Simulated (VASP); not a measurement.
# SnGe15 (P1) in VASP: single point with PBEsol

Aim: the single point of SnGe15 with PBEsol.

Everything below comes from runs of VASP 6.6.1. Logs are shortened: lines on timing, memory, paths and dates and some standing lists are left out, and cuts for length are marked.

## (1) The cell of the first run

The typed cell holds 16 atoms: a = 8.112 Å, b = 8.112 Å, c = 8.112 Å, α = 60.00°, β = 60.00°, γ = 60.00°.

## (2) Single point, PBEsol

INCAR

```
SYSTEM = SnGe15
PREC     = Accurate       ! precision mode
ENCUT    = 520            ! plane-wave cutoff, eV
EDIFF    = 1E-6           ! SCF threshold, eV
ISMEAR   = 0              ! smearing method
SIGMA    = 0.05           ! smearing width, eV
LREAL    = Auto         
LASPH    = .True.         ! aspherical terms in the spheres
NELM     = 100            ! most SCF steps
ALGO     = Normal         ! electronic algorithm
ISIF     = 2              ! what is computed and relaxed
LWAVE    = .False.        ! write WAVECAR
LCHARG   = .False.        ! write CHGCAR
GGA      = PS             ! functional
NELECT   = 222.0        
ISYM     = 0            
NBANDS   = 126            ! bands
```

KPOINTS

```
Automatic mesh
0
Gamma
  1 1 1
  0.25 0.25 0.25
```

POSCAR

```
SnGe15
1.0
    0.0000000000      5.7360660000      5.7360660000
    5.7360660000      0.0000000000      5.7360660000
    5.7360660000      5.7360660000      0.0000000000
Ge Sn
15 1
Direct
    0.9972840000      0.0023180000      0.9991430000
    0.4969240000      0.4998340000      0.4978340000
    0.6223270000      0.6306120000      0.6223660000
    0.0003500000      0.9985730000      0.5048540000
    0.4992210000      0.5009880000      0.0024860000
    0.1243340000      0.1204900000      0.6275030000
    0.6239370000      0.6263530000      0.1220440000
    0.9949900000      0.5050930000      0.9985730000
    0.5009200000      0.9997330000      0.4954430000
    0.1288770000      0.6212180000      0.1237760000
    0.6300230000      0.1290820000      0.6230710000
    0.5010050000      0.0013640000      0.9952080000
    0.0022460000      0.4975110000      0.5015520000
    0.6256490000      0.1239620000      0.1249690000
    0.1238700000      0.6234750000      0.6281330000
    0.1289670000      0.1253500000      0.1196190000
```

Potentials or basis: VASP PAW PBE potentials, release 64 (Ge_d, Sn_d).

Started as:

```console
cat potpaw_PBE.64/Ge_d/POTCAR potpaw_PBE.64/Sn_d/POTCAR > POTCAR
mpirun -np 1 vasp_std > vasp.out
```

OUTCAR:

```text
SYSTEM = SnGe15
   PREC = Accurate
   ENCUT = 520
   EDIFF = 1E-6
   ISMEAR = 0
   LREAL = Auto
   LASPH = .True.
   NELM = 100
   ISIF = 2
   GGA = PS
   NELECT = 222.0
   ISYM = 0

 ion  position               nearest neighbor table
   1  0.997  0.002  0.999-  14 2.46   6 2.46  16 2.49  10 2.52
   2  0.497  0.500  0.498-  11 2.46  15 2.47   7 2.49   3 2.52
   3  0.622  0.631  0.622-   9 2.45  13 2.52   5 2.52   2 2.52
   4  0.000  0.999  0.505-   6 2.44  11 2.45  15 2.48  16 2.55
   5  0.499  0.501  0.002-   7 2.45  10 2.45  14 2.50   3 2.52
   6  0.124  0.120  0.628-   4 2.44   1 2.46   9 2.49  13 2.50
[... 8 lines left out ...]
  15  0.124  0.623  0.628-   8 2.45   2 2.47  13 2.48   4 2.48
  16  0.129  0.125  0.120-  12 2.46   1 2.49   8 2.52   4 2.55

IMPORTANT INFORMATION: All symmetrisations will be switched off!
NOSYMM: (Re-)initialisation of all symmetry stuff for point group C_1.

----------------------------------------------------------------------------------------

                                     Primitive cell

  volume of cell :     377.4613

  direct lattice vectors                    reciprocal lattice vectors
     0.000000000  5.736066000  5.736066000    -0.087167756  0.087167756  0.087167756
     5.736066000  0.000000000  5.736066000     0.087167756 -0.087167756  0.087167756
     5.736066000  5.736066000  0.000000000     0.087167756  0.087167756 -0.087167756

  length of vectors
     8.112022332  8.112022332  8.112022332     0.150978982  0.150978982  0.150978982

  position of ions in fractional coordinates (direct lattice)
     0.997284000  0.002318000  0.999143000
     0.496924000  0.499834000  0.497834000
     0.622327000  0.630612000  0.622366000
     0.000350000  0.998573000  0.504854000
     0.499221000  0.500988000  0.002486000
     0.124334000  0.120490000  0.627503000
[... 8 lines left out ...]
     0.123870000  0.623475000  0.628133000
     0.128967000  0.125350000  0.119619000

  ion indices of the primitive-cell ions
   primitive index   ion index
                 1           1
                 2           2
                 3           3
                 4           4
                 5           5
                 6           6
[... 8 lines left out ...]
                15          15
                16          16

----------------------------------------------------------------------------------------

 KPOINTS: Automatic mesh

Automatic generation of k-mesh.
 Grid dimensions read from file:
 generate k-points for:    1    1    1

 Generating k-lattice:

  Cartesian coordinates                     Fractional coordinates (reciprocal lattice)
    -0.087167756  0.087167756  0.087167756     1.000000000  0.000000000  0.000000000
     0.087167756 -0.087167756  0.087167756     0.000000000  1.000000000  0.000000000
     0.087167756  0.087167756 -0.087167756     0.000000000  0.000000000  1.000000000

  Length of vectors
     0.150978982  0.150978982  0.150978982

  Shift w.r.t. Gamma in fractional coordinates (k-lattice)
     0.250000000  0.250000000  0.250000000

 Subroutine IBZKPT returns following result:
 ===========================================

 Found      4 irreducible k-points:

 Following reciprocal coordinates:
            Coordinates               Weight
  0.250000  0.250000  0.250000      2.000000
  0.250000  0.000000  0.000000      2.000000
  0.000000  0.000000 -0.250000      2.000000
  0.000000  0.250000  0.000000      2.000000
   k-points           NKPTS =      4   k-points in BZ     NKDIM =      4   number of bands    NBANDS=    126
   number of dos      NEDOS =    301   number of ions     NIONS =     16
   total plane-waves  NPLWV = 216000
   dimension x,y,z NGX =    60 NGY =   60 NGZ =   60
   dimension x,y,z NGXF=   120 NGYF=  120 NGZF=  120
   ions per type =              15   1
   NGX,Y,Z   is equivalent  to a cutoff of  12.30, 12.30, 12.30 a.u.
   NGXF,Y,Z  is equivalent  to a cutoff of  24.59, 24.59, 24.59 a.u.
 SYSTEM =  SnGe15
   PREC   = accura    normal or accurate (medium, high low for compatibility)
   ISTART =      0    job   : 0-new  1-cont  2-samecut
   ICHARG =      2    charge: 1-file 2-atom 10-const
   ISPIN  =      1    spin polarized calculation?
   LNONCOLLINEAR =      F non collinear calculations
   LSORBIT =      F    spin-orbit coupling
   LASPH  =      T    aspherical Exc in radial PAW
   ENCUT  =  520.0 eV  38.22 Ry    6.18 a.u.  15.08 15.08 15.08*2*pi/ulx,y,z
   NELM   =    100;   NELMIN=  2; NELMDL= -5     # of ELM steps
   EDIFF  = 0.1E-05   stopping-criterion for ELM
   LREAL  =      T    real-space projection
   EDIFFG = 0.1E-04   stopping-criterion for IOM
   NSW    =      0    number of steps for IOM
   IBRION =     -1    ionic relax: 0-MD 1-quasi-New 2-CG
   NFREE  =      0    steps in history (QN), initial steepest desc. (CG)
   ISIF   =      2    stress and relaxation
   ISYM   =      0    0-nonsym 1-usesym 2-fastsym
   POTIM  = 0.5000    time-step for ionic-motion
   TEBEG  =    0.0;   TEEND  =   0.0 temperature during run
   PSTRESS=    0.0 pullay stress
   NELECT =     222.0000    total number of electrons
   NUPDOWN=      -1.0000    fix difference up-down
   EMIN   =  10.00;   EMAX   =-10.00  energy-range for DOS
   EFERMI =   0.00;   METHOD = LEGACY
   ISMEAR =     0;   SIGMA  =   0.05  broadening in eV -4-tet -1-fermi 0-gaus
   EFERMI_NEDOS =   21; number of points for ismear=-14 and -15
   IALGO  =     38    algorithm
   IMIX   =      4    mixing-type and parameters
     AMIX     =   0.40;   BMIX     =  1.00
     AMIX_MAG =   1.60;   BMIX_MAG =  1.00
  volume/ion in A,a.u.               =      23.59       159.20
  Fermi-wavevector in a.u.,A,eV,Ry     =   1.371624  2.591993 25.597347  1.881352
  Thomas-Fermi vector in A             =   2.497304
   LORBIT       =      0    0 simple, 1 ext, 2 COOP (PROOUT), +10 PAW based schemes
   GGA     = PS    functional components
   LHFCALC =     F    Hartree Fock is set to
   AEXX    =    0.0000 exact exchange contribution
   IVDW    =     0    specifies the selected vdW correction
   LEPSILON=     F    determine dielectric tensor
   LRPA    =     F    only Hartree local field effects (RPA)
 non-spin polarized calculation
 Gauss-broadening in eV      SIGMA  =   0.05
  energy-cutoff  :      520.00
  volume of cell :      377.46
 maximum number of plane-waves:     10153
   NGX = 31   NGY = 31   NGZ = 31

 number of electron     222.0000012 magnetization

 Free energy of the ion-electron system (eV)
  ---------------------------------------------------
  ext. energy  EPLUGINS =         0.00000000
  ---------------------------------------------------
  free energy    TOTEN  =       -77.41971156 eV

  energy without entropy =      -77.37008287  energy(sigma->0) =      -77.39489721

 E-fermi :   4.5899     XC(G=0):  -9.8261

 val. band max:        4.5689874882   @ k =   0.0000   0.0000  -0.2500
 cond. band min:       4.5982626928   @ k =   0.2500   0.0000   0.0000
 fundamental gap:      0.0292752046
 Fermi energy:         4.5898525581

 k-point     1 :       0.2500    0.2500    0.2500
  band No.  band energies     occupation
      1     -19.9445      2.00000
      2     -19.9398      2.00000
      3     -19.9356      2.00000
      4     -19.9333      2.00000
      5     -19.9244      2.00000
      6     -19.9219      2.00000
[... 115 lines left out ...]
    122       6.8375      0.00000
    123       6.9356      0.00000

 k-point     2 :       0.2500    0.0000    0.0000
  band No.  band energies     occupation
      1     -19.9434      2.00000
      2     -19.9377      2.00000
      3     -19.9336      2.00000
      4     -19.9314      2.00000
      5     -19.9270      2.00000
      6     -19.9234      2.00000
[... 115 lines left out ...]
    122       6.8291      0.00000
    123       6.9264      0.00000

 k-point     3 :       0.0000    0.0000   -0.2500
  band No.  band energies     occupation
      1     -19.9444      2.00000
      2     -19.9391      2.00000
      3     -19.9339      2.00000
      4     -19.9314      2.00000
      5     -19.9287      2.00000
      6     -19.9201      2.00000
[... 115 lines left out ...]
    122       6.8381      0.00000
    123       6.9662      0.00000

 k-point     4 :       0.0000    0.2500    0.0000
  band No.  band energies     occupation
      1     -19.9430      2.00000
      2     -19.9406      2.00000
      3     -19.9340      2.00000
      4     -19.9306      2.00000
      5     -19.9276      2.00000
      6     -19.9221      2.00000
[... 115 lines left out ...]
    122       6.8196      0.00000
    123       6.9597      0.00000
 [bands above 123 left out]

------------------------ aborting loop because EDIFF is reached ----------------------------------------

  FORCE on cell =-STRESS in cart. coord.  units (eV):
  Direction    XX          YY          ZZ          XY          YZ          ZX
  --------------------------------------------------------------------------------------
  -------------------------------------------------------------------------------------
  Total       -9.4915813     -9.4996054     -9.7133136     -0.9143405      1.0989203     -0.9459105
  in kB      -40.2880957    -40.3221549    -41.2292635     -3.8810222      4.6644921     -4.0150246
  external PRESSURE =     -40.6131714 kB  Pullay stress =       0.0000000 kB

 VOLUME and BASIS-vectors are now :
 -----------------------------------------------------------------------------
  energy-cutoff  :      520.00
  volume of cell :      377.46
      direct lattice vectors                 reciprocal lattice vectors
     0.000000000  5.736066000  5.736066000    -0.087167756  0.087167756  0.087167756
     5.736066000  0.000000000  5.736066000     0.087167756 -0.087167756  0.087167756
     5.736066000  5.736066000  0.000000000     0.087167756  0.087167756 -0.087167756

 POSITION                                       TOTAL-FORCE (eV/Angst)
 -----------------------------------------------------------------------------------
      5.74445     11.45164      5.73378        -0.773584     -0.692433     -1.003227
      5.72269      5.70600      5.71747         0.294927     -0.005154      0.167955
      7.18716      7.13964      7.18694        -0.355937      0.425846     -0.082976
      8.62376      2.89788      5.72989         0.347176      0.210191     -0.601409
      2.88796      2.87782      5.73726        -0.307403     -0.358835     -0.063994
      4.29054      4.31259      1.40433        -0.009537      0.205970      0.411125
[... 8 lines left out ...]
      7.17931      4.31354      4.28682        -0.159275     -0.004750      0.181628
      1.40516      1.42591      1.45878         0.456678      0.217615     -0.205929
 -----------------------------------------------------------------------------------
    total drift:                                0.003797      0.005737     -0.005969

  FREE ENERGIE OF THE ION-ELECTRON SYSTEM (eV)
  ---------------------------------------------------
  free  energy   TOTEN  =       -77.4197115577 eV

  energy  without entropy=      -77.3700828659  energy(sigma->0) =      -77.39489721
```

Run time: 24 min. Hardware: 1 thread of AMD EPYC 7R13 (Zen 3), shared host; peak memory 0.5 GiB.

Results:

* Free energy: -77.4197 eV
* Largest force: 1.444 eV/Å

Forces in eV/Å, atoms in the order of the input:
```
Ge  -0.774 -0.692 -1.003
Ge   0.295 -0.005  0.168
Ge  -0.356  0.426 -0.083
Ge   0.347  0.210 -0.601
Ge  -0.307 -0.359 -0.064
Ge  -0.010  0.206  0.411
Ge   0.112  0.224  0.192
Ge   0.757 -0.540  0.522
Ge   0.497  0.038 -0.020
Ge   0.195 -0.028  0.026
Ge  -0.336 -0.060 -0.227
Ge  -0.683  0.803  0.774
Ge   0.140 -0.382 -0.246
Ge  -0.173 -0.053  0.175
Ge  -0.159 -0.005  0.182
Sn   0.457  0.218 -0.206
```

Caveat: the k points lie up to 0.95 Å⁻¹ apart; the cell carries a net charge on a neutralising background, which shifts energy and pressure; the cell is charged against a uniform background, so pressure and absolute levels hang on convention; the PAW data sets were made with another functional, which shifts forces and pressure a little; spin-orbit coupling is left out, which moves the levels of the heavy elements.
